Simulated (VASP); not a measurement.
Set up this calculation in VASP 6.6.1, as the native input.

| Quantity | Value |
| --- | --- |
| Task | band structure |
| Functional | PBE |
| Potentials or basis | VASP PAW PBE potentials, release 64 (P) |
| Cutoff | 290 eV |
| k mesh | 4 × 6 × 1 |
| Occupations | gaussian, width 0.03 eV |
| Spin | no spin polarisation |
| Tolerance level | standard |
| Dipole correction | yes |
| Purpose | bands |
| Route | KPOINTS_OPT |
| Further INCAR settings | ALGO = Normal; EDIFF = 1e-06; NBANDS = 24; NELMDL = -8 |

The structure of P lies in POSCAR:

```
P
1.0
    4.5436355900      0.0000000000      0.0000000000
    0.0000000000     -3.2954862482      0.0000000000
    0.0000000000      0.0000000000    -18.0954456430
P
4
Direct
    0.0000000000      0.0000000000      0.4421001924
    0.1776303400      0.0000000000      0.5578998076
    0.6776303400      0.5000000000      0.4421001924
    0.5000000000      0.5000000000      0.5578998076
```

The input as run:

INCAR

```
ALGO = Normal ; DIPOL = 0.5 0.5 0.500
EDIFF = 1E-6 ; EFERMI = MIDGAP
ENCUT = 290 ; GGA = PE
GGA_COMPAT = False ; IDIPOL = 3
ISMEAR = 0 ; LASPH = True
LCHARG = False ; LDIPOL = True
LREAL = False ; LWAVE = False
NBANDS = 24 ; NELM = 120
NELMDL = -8 ; PREC = Accurate
SIGMA = 0.03
```

KPOINTS

```
Automatic mesh
0
Gamma
  4 6 1
  0 0 0
```

KPOINTS_OPT

```
path GXSYGZURTZ,YT,UX,SR
12
line-mode
reciprocal
 0.0000000000  0.0000000000  0.0000000000  G
 0.0000000000 -0.5000000000  0.0000000000  X

 0.0000000000 -0.5000000000  0.0000000000  X
-0.5000000000 -0.5000000000  0.0000000000  S

-0.5000000000 -0.5000000000  0.0000000000  S
-0.5000000000  0.0000000000  0.0000000000  Y

-0.5000000000  0.0000000000  0.0000000000  Y
 0.0000000000  0.0000000000  0.0000000000  G

 0.0000000000  0.0000000000  0.0000000000  G
 0.0000000000  0.0000000000 -0.5000000000  Z

 0.0000000000  0.0000000000 -0.5000000000  Z
 0.0000000000 -0.5000000000 -0.5000000000  U

 0.0000000000 -0.5000000000 -0.5000000000  U
-0.5000000000 -0.5000000000 -0.5000000000  R

-0.5000000000 -0.5000000000 -0.5000000000  R
-0.5000000000  0.0000000000 -0.5000000000  T

-0.5000000000  0.0000000000 -0.5000000000  T
 0.0000000000  0.0000000000 -0.5000000000  Z

-0.5000000000  0.0000000000  0.0000000000  Y
-0.5000000000  0.0000000000 -0.5000000000  T

 0.0000000000 -0.5000000000 -0.5000000000  U
 0.0000000000 -0.5000000000  0.0000000000  X

-0.5000000000 -0.5000000000  0.0000000000  S
-0.5000000000 -0.5000000000 -0.5000000000  R
```

Potentials or basis: VASP PAW PBE potentials, release 64 (P).

Run with:

```sh
$ cat potpaw_PBE.64/P/POTCAR > POTCAR
$ mpirun -np 1 vasp_std > vasp.out
```

It gave:

```
Largest force           : 0.261 eV/Å
Band gap on the k mesh  : 0.84 eV
Band gap along the path : 0.84 eV
```

Wall time 2.7 min on 1 thread of AMD EPYC 9R45 96-Core Processor (Zen 5) (shared host), peak memory 0.2 GiB.
